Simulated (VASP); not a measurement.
# Zr2O (P4_2/mnm) in VASP: single point with PBEsol

Aim: the single point of Zr2O with PBEsol.

Program: VASP 6.6.1. These are calculated values, not measurements. Logs are shortened: lines on timing, memory, paths and dates and some standing lists are left out, and cuts for length are marked.

### Step 1. The cell of the first run

It takes space group P4_2/mnm (No. 136, tetragonal). Conventional cell: a = 5.327 Å, b = 5.327 Å, c = 3.246 Å, α = 90.00°, β = 90.00°, γ = 90.00°. Within 3.0 Å of Zr (site symmetry m2m) lie 3 O at 2.23 Å. O (site symmetry mmm) has 6 Zr at 2.23 Å within 3.0 Å.

### Step 2. Single point, PBEsol

File INCAR:

```
SYSTEM = Zr2O
PREC = Accurate
ENCUT = 520
EDIFF = 1E-6
ISMEAR = 0
SIGMA = 0.1
LREAL = .FALSE.
LASPH = .TRUE.
NELM = 80
ALGO = Normal
ISIF = 2
LWAVE = .FALSE.
LCHARG = .TRUE.
GGA = PS
LELF = .TRUE.
LVHAR = .TRUE.
NBANDS = 39
```

File KPOINTS:

```
Automatic mesh
0
G
  4 4 6
  0 0 0
```

File POSCAR:

```
Zr2O
1.0
    5.3266981075      0.0000000000      0.0000000000
    0.0000000000      5.3266981075      0.0000000000
    0.0000000000      0.0000000000      3.2462041456
Zr O
4 2
Direct
    0.2962523363      0.2962523363      0.0000000000
    0.7037476637      0.7037476637      0.0000000000
    0.7962523363      0.2037476637      0.5000000000
    0.2037476637      0.7962523363      0.5000000000
    0.0000000000      0.0000000000      0.0000000000
    0.5000000000      0.5000000000      0.5000000000
```

Potentials or basis: VASP PAW PBE potentials, release 64 (Zr_sv, O).

The run is started by

```console
> cat potpaw_PBE.64/Zr_sv/POTCAR potpaw_PBE.64/O/POTCAR > POTCAR
> mpirun -np 1 vasp_std > vasp.out
```

OUTCAR:

```text
SYSTEM = Zr2O
   PREC = Accurate
   ENCUT = 520
   EDIFF = 1E-6
   ISMEAR = 0
   LREAL = .FALSE.
   LASPH = .TRUE.
   NELM = 80
   ISIF = 2
   GGA = PS

 ion  position               nearest neighbor table
   1  0.296  0.296  0.000-   5 2.23   6 2.23   6 2.23   2 3.07   4 3.16   3 3.16   4 3.16   3 3.16
                             4 3.16   4 3.16   3 3.16   3 3.16   2 3.83   2 3.83
   2  0.704  0.704  0.000-   5 2.23   6 2.23   6 2.23   1 3.07   4 3.16   3 3.16   4 3.16   3 3.16
                             3 3.16   3 3.16   4 3.16   4 3.16   1 3.83   1 3.83
   3  0.796  0.204  0.500-   6 2.23   5 2.23   5 2.23   4 3.07   1 3.16   1 3.16   2 3.16   2 3.16
                             2 3.16   2 3.16   1 3.16   1 3.16   4 3.83   4 3.83
   4  0.204  0.796  0.500-   6 2.23   5 2.23   5 2.23   3 3.07   1 3.16   1 3.16   2 3.16   2 3.16
                             1 3.16   1 3.16   2 3.16   2 3.16   3 3.83   3 3.83
   5  0.000  0.000  0.000-   1 2.23   2 2.23   3 2.23   4 2.23   3 2.23   4 2.23
   6  0.500  0.500  0.500-   3 2.23   4 2.23   1 2.23   2 2.23   1 2.23   2 2.23

  LATTYP: Found a simple tetragonal cell.
 ALAT       =     5.3266981075
 C/A-ratio  =     0.6094214615

  Lattice vectors:

 A1 = (   5.3266981075,   0.0000000000,   0.0000000000)
 A2 = (   0.0000000000,   5.3266981075,   0.0000000000)
 A3 = (   0.0000000000,   0.0000000000,   3.2462041456)

Analysis of symmetry for initial positions (statically):
=====================================================================
 Subroutine PRICEL returns:
 Original cell was already a primitive cell.

 Routine SETGRP: Setting up the symmetry group for a
 simple tetragonal supercell.

 Subroutine GETGRP returns: Found 16 space group operations
 (whereof  8 operations were pure point group operations)
 out of a pool of 16 trial point group operations.

The static configuration has the point symmetry D_2h.
 The point group associated with its full space group is D_4h.

Analysis of symmetry for dynamics (positions and initial velocities):
=====================================================================
 Subroutine PRICEL returns:
 Original cell was already a primitive cell.

 Routine SETGRP: Setting up the symmetry group for a
 simple tetragonal supercell.

 Subroutine GETGRP returns: Found 16 space group operations
 (whereof  8 operations were pure point group operations)
 out of a pool of 16 trial point group operations.

The dynamic configuration has the point symmetry D_2h.
 The point group associated with its full space group is D_4h.

 Subroutine INISYM returns: Found 16 space group operations
 (whereof  8 operations are pure point group operations),
 and found     1 'primitive' translations
[... 108 lines left out ...]
   ISIF   =      2    stress and relaxation
   ISYM   =      2    0-nonsym 1-usesym 2-fastsym
   POTIM  = 0.5000    time-step for ionic-motion
   TEBEG  =    0.0;   TEEND  =   0.0 temperature during run
   PSTRESS=    0.0 pullay stress
   NELECT =      60.0000    total number of electrons
   NUPDOWN=      -1.0000    fix difference up-down
   EMIN   =  10.00;   EMAX   =-10.00  energy-range for DOS
   EFERMI =   0.00;   METHOD = LEGACY
   ISMEAR =     0;   SIGMA  =   0.10  broadening in eV -4-tet -1-fermi 0-gaus
   EFERMI_NEDOS =   21; number of points for ismear=-14 and -15
   IALGO  =     38    algorithm
   IMIX   =      4    mixing-type and parameters
     AMIX     =   0.40;   BMIX     =  1.00
     AMIX_MAG =   1.60;   BMIX_MAG =  1.00
  volume/ion in A,a.u.               =      15.35       103.59
  Fermi-wavevector in a.u.,A,eV,Ry     =   1.419149  2.681802 27.401904  2.013983
  Thomas-Fermi vector in A             =   2.540200
   LORBIT       =      0    0 simple, 1 ext, 2 COOP (PROOUT), +10 PAW based schemes
   GGA     = PS    functional components
   LHFCALC =     F    Hartree Fock is set to
   AEXX    =    0.0000 exact exchange contribution
   IVDW    =     0    specifies the selected vdW correction
   LEPSILON=     F    determine dielectric tensor
   LRPA    =     F    only Hartree local field effects (RPA)
 non-spin polarized calculation
 Gauss-broadening in eV      SIGMA  =   0.10
  energy-cutoff  :      520.00
  volume of cell :       92.11
 maximum number of plane-waves:      2504
 NGX is ok and might be reduce to    40
   NGX = 19   NGY = 19   NGZ = 13

 number of electron      59.9999988 magnetization

 Free energy of the ion-electron system (eV)
  ---------------------------------------------------
  ext. energy  EPLUGINS =         0.00000000
  ---------------------------------------------------
  free energy    TOTEN  =       -57.89505009 eV

  energy without entropy =      -57.87170646  energy(sigma->0) =      -57.88337827

 E-fermi :  10.6964     XC(G=0): -12.0853

 val. band max:       10.6811328792   @ k =   0.2500   0.2500   0.1667
 cond. band min:      10.7323418998   @ k =   0.0000   0.0000   0.0000
 fundamental gap:      0.0512090206
 Fermi energy:        10.6963523688

 k-point     1 :       0.0000    0.0000    0.0000
  band No.  band energies     occupation
      1     -38.4183      2.00000
      2     -38.2403      2.00000
      3     -38.2403      2.00000
      4     -38.1705      2.00000
      5     -17.9429      2.00000
      6     -16.7482      2.00000
[... 997 lines left out ...]
     38      15.0081      0.00000
     39      15.4439      0.00000

------------------------ aborting loop because EDIFF is reached ----------------------------------------

  FORCE on cell =-STRESS in cart. coord.  units (eV):
  Direction    XX          YY          ZZ          XY          YZ          ZX
  --------------------------------------------------------------------------------------
  -------------------------------------------------------------------------------------
  Total        1.9937235      1.9937235      2.0845649      0.0000000      0.0000000      0.0000000
  in kB       34.6803529     34.6803529     36.2605179      0.0000000      0.0000000      0.0000000
  external PRESSURE =      35.2070746 kB  Pullay stress =       0.0000000 kB

 VOLUME and BASIS-vectors are now :
 -----------------------------------------------------------------------------
  energy-cutoff  :      520.00
  volume of cell :       92.11
      direct lattice vectors                 reciprocal lattice vectors
     5.326698108  0.000000000  0.000000000     0.187733560  0.000000000  0.000000000
     0.000000000  5.326698108  0.000000000     0.000000000  0.187733560  0.000000000
     0.000000000  0.000000000  3.246204146     0.000000000  0.000000000  0.308052099

 POSITION                                       TOTAL-FORCE (eV/Angst)
 -----------------------------------------------------------------------------------
      1.57805      1.57805      0.00000        -0.611203     -0.611203     -0.000000
      3.74865      3.74865      0.00000         0.611203      0.611203      0.000000
      4.24140      1.08530      1.62310        -0.611203      0.611203      0.000000
      1.08530      4.24140      1.62310         0.611203     -0.611203     -0.000000
      0.00000      0.00000      0.00000         0.000000      0.000000      0.000000
      2.66335      2.66335      1.62310         0.000000      0.000000      0.000000
 -----------------------------------------------------------------------------------
    total drift:                               -0.000000      0.000000     -0.000000

  FREE ENERGIE OF THE ION-ELECTRON SYSTEM (eV)
  ---------------------------------------------------
  free  energy   TOTEN  =       -57.8950500869 eV

  energy  without entropy=      -57.8717064567  energy(sigma->0) =      -57.88337827
```

Run time: 38 s. Hardware: 1 thread of Intel Xeon 6975P-C (Granite Rapids), shared host; peak memory 0.22 GiB.

Results:

* Free energy: -57.8951 eV
* Pressure: 3.5 GPa
* Largest force: 0.864 eV/Å
* Band gap on the k mesh: zero (band 30 reaches 11.00 eV, above the bottom of band 31 at 10.46 eV)

Forces on the atoms (eV/Å):
```
Zr  -0.611 -0.611  0.000
Zr   0.611  0.611  0.000
Zr  -0.611  0.611  0.000
Zr   0.611 -0.611  0.000
O    0.000  0.000  0.000
O    0.000  0.000  0.000
```

Stress tensor (GPa, compression positive):
```
3.47 0.00 0.00
0.00 3.47 0.00
0.00 0.00 3.63
```

Caveat: the PAW data sets were made with another functional, which shifts forces and pressure a little.
